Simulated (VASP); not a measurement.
Set up this calculation in VASP 6.6.1, as the native input.

| Item | Value |
| --- | --- |
| Task | density of states |
| Functional | LDA |
| Potentials or basis | VASP PAW LDA potentials, release 64 (W_sv) |
| Cutoff | 520 eV |
| k mesh | 15 × 15 × 15 |
| Occupations | fermi-dirac, width 0.08 eV |
| Spin | no spin polarisation |
| Dipole correction | no |
| k mesh for the DOS | 23 × 23 × 23 |
| Occupations for the DOS | tetrahedron |
| Further INCAR settings | ALGO = Normal; EDIFF = 1e-06; NBANDS = 13 |

W:

```
CELL_PARAMETERS angstrom
2.59548 0.00000 0.00000
0.00000 2.59548 0.00000
0.00000 0.00000 2.59548
ATOMIC_POSITIONS crystal
W 0.00000 0.00000 0.00000
```

These files were run (other wordings do the same):

POSCAR

```
W
1.0
    2.5954848852      0.0000000000      0.0000000000
    0.0000000000      2.5954848852      0.0000000000
    0.0000000000      0.0000000000      2.5954848852
W
1
Direct
    0.0000000000      0.0000000000      0.0000000000
```

INCAR.step1

```
ALGO = Normal ; EDIFF = 1E-6
ENCUT = 520 ; ISIF = 2
ISMEAR = -1 ; LASPH = True
LCHARG = True ; LMAXMIX = 4
LREAL = False ; LWAVE = False
NBANDS = 13 ; NELM = 100
PREC = Accurate ; SIGMA = 0.08
```

KPOINTS.step1

```
k-points
0
Gamma
  15 15 15
```

INCAR.step2

```
ALGO = Normal ; EDIFF = 1E-6
ENCUT = 520 ; ICHARG = 11
ISIF = 2 ; ISMEAR = -5
LASPH = True ; LCHARG = False
LMAXMIX = 4 ; LORBIT = 10
LREAL = False ; LWAVE = False
NBANDS = 13 ; NEDOS = 1001
NELM = 100 ; PREC = Accurate
SIGMA = 0.08
```

KPOINTS.step2

```
k-points
0
Gamma
  23 23 23
```

Potentials or basis: VASP PAW LDA potentials, release 64 (W_sv).

Command:

```bash
$ cat potpaw_LDA.64/W_sv/POTCAR > POTCAR
$ cp INCAR.step1 INCAR
$ cp KPOINTS.step1 KPOINTS
$ mpirun -np 1 vasp_std > vasp.out
$ cp INCAR.step2 INCAR
$ cp KPOINTS.step2 KPOINTS
$ mpirun -np 1 vasp_std > vasp.out
```

Results of the run:

```json
{
 "Valence electrons inside the program's atomic spheres": "W 12.25"
}
```

Caveat: spin-orbit coupling is left out, which moves the levels of the heavy elements.

Run time: 45 s on 1 thread of AMD EPYC 7R43 64-Core Processor (Zen 3) (shared host), peak memory 0.15 GiB.
